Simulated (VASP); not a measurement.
# Ca7F16 (a cell with a defect) in VASP: relaxation of the atoms with PBE

Aim: the relaxation of the atoms of Ca7F16 (a cell with a defect) with PBE.

Program: VASP 6.6.1. These are calculated values, not measurements. Logs are shortened: lines on timing, memory, paths and dates and some standing lists are left out, and cuts for length are marked.

## (1) The cell of the first run

The cell holds a defect, 23 atoms: a = 7.793 Å, b = 7.793 Å, c = 7.793 Å, α = 60.00°, β = 60.00°, γ = 60.00°.

## (2) Relaxation of the atoms, PBE (atoms taken out)

INCAR reads:

```
SYSTEM = Ca7F16
PREC     = Accurate       ! precision mode
ENCUT    = 520            ! plane-wave cutoff, eV
EDIFF    = 1E-7           ! SCF threshold, eV
ISMEAR   = 0              ! smearing method
SIGMA    = 0.05           ! smearing width, eV
LREAL    = .FALSE.        ! projectors in reciprocal space
LASPH    = .TRUE.         ! aspherical terms in the spheres
NELM     = 120            ! most SCF steps
ALGO     = Normal         ! electronic algorithm
ISIF     = 2              ! what is computed and relaxed
LWAVE    = .FALSE.        ! write WAVECAR
LCHARG   = .FALSE.        ! write CHGCAR
GGA      = PE             ! functional
IBRION   = 2              ! ionic algorithm
NSW      = 70             ! ionic steps
EDIFFG   = -0.02          ! ionic threshold
NELECT   = 184.0        
GGA_COMPAT= .FALSE.      
NELMIN   = 4            
KPAR     = 4
```

KPOINTS reads:

```
Automatic mesh
0
G
  4 4 4
  0 0 0
```

POSCAR reads:

```
Ca7F16
1.0
    0.0000000000      5.5104366697     -5.5104366697
   -5.5104366697      0.0000000000     -5.5104366697
   -5.5104366697      5.5104366697      0.0000000000
Ca F
7 16
Direct
    0.0000000000      1.0000000000      0.5000000000
    0.5000000000      0.5000000000      0.5000000000
    0.0000000000      0.5000000000      0.5000000000
    0.5000000000      0.0000000000      0.0000000000
    0.0000000000      1.0000000000      0.0000000000
    0.5000000000      0.5000000000      0.0000000000
    0.0000000000      0.5000000000      0.0000000000
    0.6250000000      0.1250000000      0.1250000000
    0.1250000000      0.1250000000      0.1250000000
    0.6250000000      0.6250000000      0.1250000000
    0.1250000000      0.6250000000      0.1250000000
    0.6250000000      0.1250000000      0.6250000000
    0.1250000000      0.1250000000      0.6250000000
    0.6250000000      0.6250000000      0.6250000000
    0.1250000000      0.6250000000      0.6250000000
    0.8750000000      0.3750000000      0.3750000000
    0.3750000000      0.3750000000      0.3750000000
    0.8750000000      0.8750000000      0.3750000000
    0.3750000000      0.8750000000      0.3750000000
    0.8750000000      0.3750000000      0.8750000000
    0.3750000000      0.3750000000      0.8750000000
    0.8750000000      0.8750000000      0.8750000000
    0.3750000000      0.8750000000      0.8750000000
```

Potentials or basis: VASP PAW PBE potentials, release 64 (Ca_sv, F).

Launch:

```
cat potpaw_PBE.64/Ca_sv/POTCAR potpaw_PBE.64/F/POTCAR > POTCAR
mpirun -np 4 vasp_std > vasp.out
```

OUTCAR:

```text
SYSTEM = Ca7F16
   PREC = Accurate
   ENCUT = 520
   EDIFF = 1E-7
   ISMEAR = 0
   LREAL = .FALSE.
   LASPH = .TRUE.
   NELM = 120
   ISIF = 2
   GGA = PE
   IBRION = 2
   NSW = 70
   EDIFFG = -0.02
   NELECT = 184.0
   NELMIN = 4

 ion  position               nearest neighbor table
   1  0.000  0.000  0.500-  13 2.39  18 2.39   9 2.39  15 2.39  16 2.39  12 2.39  19 2.39  22 2.39

   2  0.500  0.500  0.500-  14 2.39  17 2.39  10 2.39  15 2.39  16 2.39  12 2.39  19 2.39  21 2.39

   3  0.000  0.500  0.500-  15 2.39  16 2.39  14 2.39  11 2.39  13 2.39  17 2.39  18 2.39  20 2.39

   4  0.500  0.000  0.000-   8 2.39  23 2.39  10 2.39  12 2.39  19 2.39  21 2.39  22 2.39   9 2.39

   5  0.000  0.000  0.000-   9 2.39  22 2.39  11 2.39  13 2.39  18 2.39  20 2.39   8 2.39  23 2.39

   6  0.500  0.500  0.000-  10 2.39  21 2.39  11 2.39  14 2.39  17 2.39  20 2.39   8 2.39  23 2.39

   7  0.000  0.500  0.000-  11 2.39  20 2.39   9 2.39  15 2.39  16 2.39  10 2.39  21 2.39  22 2.39

   8  0.625  0.125  0.125-   4 2.39   5 2.39   6 2.39
   9  0.125  0.125  0.125-   5 2.39   4 2.39   1 2.39   7 2.39
  10  0.625  0.625  0.125-   6 2.39   4 2.39   2 2.39   7 2.39
  11  0.125  0.625  0.125-   7 2.39   5 2.39   6 2.39   3 2.39
  12  0.625  0.125  0.625-   1 2.39   2 2.39   4 2.39
  13  0.125  0.125  0.625-   1 2.39   3 2.39   5 2.39
  14  0.625  0.625  0.625-   2 2.39   3 2.39   6 2.39
  15  0.125  0.625  0.625-   3 2.39   2 2.39   1 2.39   7 2.39
  16  0.875  0.375  0.375-   3 2.39   2 2.39   1 2.39   7 2.39
  17  0.375  0.375  0.375-   2 2.39   3 2.39   6 2.39
  18  0.875  0.875  0.375-   1 2.39   3 2.39   5 2.39
  19  0.375  0.875  0.375-   1 2.39   2 2.39   4 2.39
  20  0.875  0.375  0.875-   7 2.39   5 2.39   6 2.39   3 2.39
  21  0.375  0.375  0.875-   6 2.39   4 2.39   2 2.39   7 2.39
  22  0.875  0.875  0.875-   5 2.39   4 2.39   1 2.39   7 2.39
  23  0.375  0.875  0.875-   4 2.39   5 2.39   6 2.39

  LATTYP: Found a face centered cubic cell.
 ALAT       =    11.0208733394

  Lattice vectors:

 A1 = (   0.0000000000,   5.5104366697,  -5.5104366697)
 A2 = (  -5.5104366697,   0.0000000000,  -5.5104366697)
 A3 = (  -5.5104366697,   5.5104366697,   0.0000000000)

Analysis of symmetry for initial positions (statically):
=====================================================================
 Subroutine PRICEL returns:
 Original cell was already a primitive cell.

 Routine SETGRP: Setting up the symmetry group for a
 face centered cubic supercell.

 Subroutine GETGRP returns: Found 48 space group operations
 (whereof  8 operations were pure point group operations)
 out of a pool of 48 trial point group operations.

The static configuration has the point symmetry D_2h.
 The point group associated with its full space group is O_h .

Analysis of symmetry for dynamics (positions and initial velocities):
=====================================================================
 Subroutine PRICEL returns:
 Original cell was already a primitive cell.

 Routine SETGRP: Setting up the symmetry group for a
 face centered cubic supercell.

 Subroutine GETGRP returns: Found 48 space group operations
 (whereof  8 operations were pure point group operations)
 out of a pool of 48 trial point group operations.

The dynamic configuration has the point symmetry D_2h.
 The point group associated with its full space group is O_h .

 Subroutine INISYM returns: Found 48 space group operations
 (whereof  8 operations are pure point group operations),
 and found     1 'primitive' translations

----------------------------------------------------------------------------------------

                                     Primitive cell

  volume of cell :     334.6479

  direct lattice vectors                    reciprocal lattice vectors
     0.000000000  5.510436670 -5.510436670     0.090736911  0.090736911 -0.090736911
    -5.510436670  0.000000000 -5.510436670    -0.090736911 -0.090736911 -0.090736911
    -5.510436670  5.510436670  0.000000000    -0.090736911  0.090736911  0.090736911

  length of vectors
     7.792934273  7.792934273  7.792934273     0.157160939  0.157160939  0.157160939

  position of ions in fractional coordinates (direct lattice)
     0.000000000  0.000000000  0.500000000
     0.500000000  0.500000000  0.500000000
     0.000000000  0.500000000  0.500000000
     0.500000000  0.000000000  0.000000000
     0.000000000  0.000000000  0.000000000
     0.500000000  0.500000000  0.000000000
[... 15 lines left out ...]
     0.875000000  0.875000000  0.875000000
     0.375000000  0.875000000  0.875000000

  ion indices of the primitive-cell ions
   primitive index   ion index
                 1           1
                 2           2
                 3           3
                 4           4
                 5           5
                 6           6
[... 15 lines left out ...]
                22          22
                23          23

----------------------------------------------------------------------------------------

 KPOINTS: Automatic mesh

Automatic generation of k-mesh.
 Grid dimensions read from file:
 generate k-points for:    4    4    4

 Generating k-lattice:

  Cartesian coordinates                     Fractional coordinates (reciprocal lattice)
     0.022684228  0.022684228 -0.022684228     0.250000000  0.000000000  0.000000000
    -0.022684228 -0.022684228 -0.022684228     0.000000000  0.250000000  0.000000000
    -0.022684228  0.022684228  0.022684228     0.000000000  0.000000000  0.250000000

  Length of vectors
     0.039290235  0.039290235  0.039290235

  Shift w.r.t. Gamma in fractional coordinates (k-lattice)
     0.000000000  0.000000000  0.000000000

 Subroutine IBZKPT returns following result:
 ===========================================

 Found      8 irreducible k-points:

 Following reciprocal coordinates:
            Coordinates               Weight
  0.000000  0.000000  0.000000      1.000000
  0.250000  0.000000  0.000000      8.000000
  0.500000  0.000000  0.000000      4.000000
  0.250000  0.250000  0.000000      6.000000
  0.500000  0.250000  0.000000     24.000000
 -0.250000  0.250000  0.000000     12.000000
  0.500000  0.500000  0.000000      3.000000
 -0.250000  0.500000  0.250000      6.000000
   k-points           NKPTS =      8   k-points in BZ     NKDIM =      8   number of bands    NBANDS=    110
   number of dos      NEDOS =    301   number of ions     NIONS =     23
   total plane-waves  NPLWV = 216000
   dimension x,y,z NGX =    60 NGY =   60 NGZ =   60
   dimension x,y,z NGXF=   120 NGYF=  120 NGZF=  120
   ions per type =               7  16
   NGX,Y,Z   is equivalent  to a cutoff of  12.80, 12.80, 12.80 a.u.
   NGXF,Y,Z  is equivalent  to a cutoff of  25.60, 25.60, 25.60 a.u.
 SYSTEM =  Ca7F16
   PREC   = accura    normal or accurate (medium, high low for compatibility)
   ISTART =      0    job   : 0-new  1-cont  2-samecut
   ICHARG =      2    charge: 1-file 2-atom 10-const
   ISPIN  =      1    spin polarized calculation?
   LNONCOLLINEAR =      F non collinear calculations
   LSORBIT =      F    spin-orbit coupling
   LASPH  =      T    aspherical Exc in radial PAW
   ENCUT  =  520.0 eV  38.22 Ry    6.18 a.u.  14.49 14.49 14.49*2*pi/ulx,y,z
   NELM   =    120;   NELMIN=  4; NELMDL= -5     # of ELM steps
   EDIFF  = 0.1E-06   stopping-criterion for ELM
   LREAL  =      F    real-space projection
   EDIFFG = -.2E-01   stopping-criterion for IOM
   NSW    =     70    number of steps for IOM
   IBRION =      2    ionic relax: 0-MD 1-quasi-New 2-CG
   NFREE  =      1    steps in history (QN), initial steepest desc. (CG)
   ISIF   =      2    stress and relaxation
   ISYM   =      2    0-nonsym 1-usesym 2-fastsym
   POTIM  = 0.5000    time-step for ionic-motion
   TEBEG  =    0.0;   TEEND  =   0.0 temperature during run
   PSTRESS=    0.0 pullay stress
   NELECT =     184.0000    total number of electrons
   NUPDOWN=      -1.0000    fix difference up-down
   EMIN   =  10.00;   EMAX   =-10.00  energy-range for DOS
   EFERMI =   0.00;   METHOD = LEGACY
   ISMEAR =     0;   SIGMA  =   0.05  broadening in eV -4-tet -1-fermi 0-gaus
   EFERMI_NEDOS =   21; number of points for ismear=-14 and -15
   IALGO  =     38    algorithm
   IMIX   =      4    mixing-type and parameters
     AMIX     =   0.40;   BMIX     =  1.00
     AMIX_MAG =   1.60;   BMIX_MAG =  1.00
  volume/ion in A,a.u.               =      14.55        98.19
  Fermi-wavevector in a.u.,A,eV,Ry     =   1.341173  2.534449 24.473407  1.798745
  Thomas-Fermi vector in A             =   2.469427
   LORBIT       =      0    0 simple, 1 ext, 2 COOP (PROOUT), +10 PAW based schemes
   GGA     = PE    functional components
   LHFCALC =     F    Hartree Fock is set to
   AEXX    =    0.0000 exact exchange contribution
   IVDW    =     0    specifies the selected vdW correction
   LEPSILON=     F    determine dielectric tensor
   LRPA    =     F    only Hartree local field effects (RPA)
 conjugate gradient relaxation of ions
 non-spin polarized calculation
 Gauss-broadening in eV      SIGMA  =   0.05
  energy-cutoff  :      520.00
  volume of cell :      334.65
 maximum number of plane-waves:      9089
 NGX is ok and might be reduce to    60
   NGX = 29   NGY = 29   NGZ = 29

--------------------------------------- Ionic step        1  -------------------------------------------

 number of electron     183.9999964 magnetization

 Free energy of the ion-electron system (eV)
  ---------------------------------------------------
  ext. energy  EPLUGINS =         0.00000000
  ---------------------------------------------------
  free energy    TOTEN  =      -125.64091540 eV

  energy without entropy =     -125.64091540  energy(sigma->0) =     -125.64091540

------------------------ aborting loop because EDIFF is reached ----------------------------------------

  FORCE on cell =-STRESS in cart. coord.  units (eV):
  Direction    XX          YY          ZZ          XY          YZ          ZX
  --------------------------------------------------------------------------------------
  -------------------------------------------------------------------------------------
  Total        9.1971059      9.1971059      9.1971059     -0.0000000      0.0000000     -0.0000000
  in kB       44.0325388     44.0325388     44.0325388     -0.0000000      0.0000000     -0.0000000
  external PRESSURE =      44.0325388 kB  Pullay stress =       0.0000000 kB
[... 270 lines left out ...]
  energy  without entropy=     -126.7596764256  energy(sigma->0) =     -126.75967643

--------------------------------------- Ionic step        6  -------------------------------------------

 number of electron     184.0000013 magnetization

 Free energy of the ion-electron system (eV)
  ---------------------------------------------------
  ext. energy  EPLUGINS =         0.00000000
  ---------------------------------------------------
  free energy    TOTEN  =      -126.76046466 eV

  energy without entropy =     -126.76046466  energy(sigma->0) =     -126.76046466

 E-fermi :  -1.1969     XC(G=0):  -9.2119

 val. band max:       -1.4944998068   @ k =   0.0000   0.0000   0.0000
 cond. band min:       5.4585630703   @ k =   0.0000   0.0000   0.0000
 fundamental gap:      6.9530628772
 Fermi energy:        -1.1969353687

 k-point     1 :       0.0000    0.0000    0.0000
  band No.  band energies     occupation
      1     -37.9909      2.00000
      2     -37.9693      2.00000
      3     -37.9693      2.00000
      4     -37.9693      2.00000
      5     -37.9591      2.00000
      6     -37.9591      2.00000
[... 845 lines left out ...]
    103       7.5583      0.00000
    104       7.5954      0.00000
 [bands above 104 left out]

------------------------ aborting loop because EDIFF is reached ----------------------------------------

  FORCE on cell =-STRESS in cart. coord.  units (eV):
  Direction    XX          YY          ZZ          XY          YZ          ZX
  --------------------------------------------------------------------------------------
  -------------------------------------------------------------------------------------
  Total       14.8578904     14.8578904     14.8578904      0.0000000     -0.0000000      0.0000000
  in kB       71.1344030     71.1344030     71.1344030      0.0000000     -0.0000000      0.0000000
  external PRESSURE =      71.1344030 kB  Pullay stress =       0.0000000 kB
[... 38 lines left out ...]
  FREE ENERGIE OF THE ION-ELECTRON SYSTEM (eV)
  ---------------------------------------------------
  free  energy   TOTEN  =      -126.7604646607 eV

  energy  without entropy=     -126.7604646607  energy(sigma->0) =     -126.76046466

 reached required accuracy - stopping structural energy minimisation
```

Run time: 18 min. Hardware: 4 MPI ranks of Intel Xeon Platinum 8488C (Sapphire Rapids), shared host; peak memory 0.66 GiB.

What came out:

```yaml
Free_energy: -126.7605 eV
Energy_gained_by_relaxing: 48.7 meV/atom
Ionic_steps: 6
Largest_force_after_relaxing: 0.011 eV/Å
```

Forces in eV/Å, atoms in the order of the input:
```
Ca   0.000  0.000  0.000
Ca   0.000  0.000  0.000
Ca   0.000  0.000  0.000
Ca   0.000  0.000  0.000
Ca   0.000  0.000  0.000
Ca   0.000  0.000  0.000
Ca   0.000  0.000  0.000
F   -0.007  0.007  0.007
F    0.004  0.004  0.004
F   -0.004 -0.004  0.004
F   -0.004  0.004 -0.004
F    0.007 -0.007  0.007
F    0.007  0.007 -0.007
F   -0.007 -0.007 -0.007
F    0.004 -0.004 -0.004
F   -0.004  0.004  0.004
F    0.007  0.007  0.007
F   -0.007 -0.007  0.007
F   -0.007  0.007 -0.007
F    0.004 -0.004  0.004
F    0.004  0.004 -0.004
F   -0.004 -0.004 -0.004
F    0.007 -0.007 -0.007
```

The path:
```
step  energy change (eV)  largest force (eV/Å)  pressure (GPa)
   1              0.0000                1.1274            4.40
   2             -0.4772                0.8359            4.95
   3             -1.1132                0.0874            6.84
   4             -1.1189                0.0407            7.05
   5             -1.1188                0.0510            7.11
   6             -1.1195                0.0113            7.11
```

Final structure:
```
Ca F
1.0
     0.00000    5.51044   -5.51044
    -5.51044    0.00000   -5.51044
    -5.51044    5.51044    0.00000
Ca F
7 16
Direct
  0.00000 0.00000 0.50000
  0.50000 0.50000 0.50000
  0.00000 0.50000 0.50000
  0.50000 0.00000 0.00000
  0.00000 0.00000 0.00000
  0.50000 0.50000 0.00000
  0.00000 0.50000 0.00000
  0.63730 0.13730 0.08810
  0.12102 0.13695 0.12102
  0.63695 0.62102 0.12102
  0.12102 0.62102 0.12102
  0.63730 0.13730 0.63730
  0.08810 0.13730 0.63730
  0.63730 0.58810 0.63730
  0.12102 0.62102 0.63695
  0.87898 0.37898 0.36305
  0.36270 0.41190 0.36270
  0.91190 0.86270 0.36270
  0.36270 0.86270 0.36270
  0.87898 0.37898 0.87898
  0.36305 0.37898 0.87898
  0.87898 0.86305 0.87898
  0.36270 0.86270 0.91190
```

Caveat: the cell carries a net charge on a neutralising background, which shifts energy and pressure; the cell differs from its parent crystal (atoms taken out); the cell is charged against a uniform background, so pressure and absolute levels hang on convention.
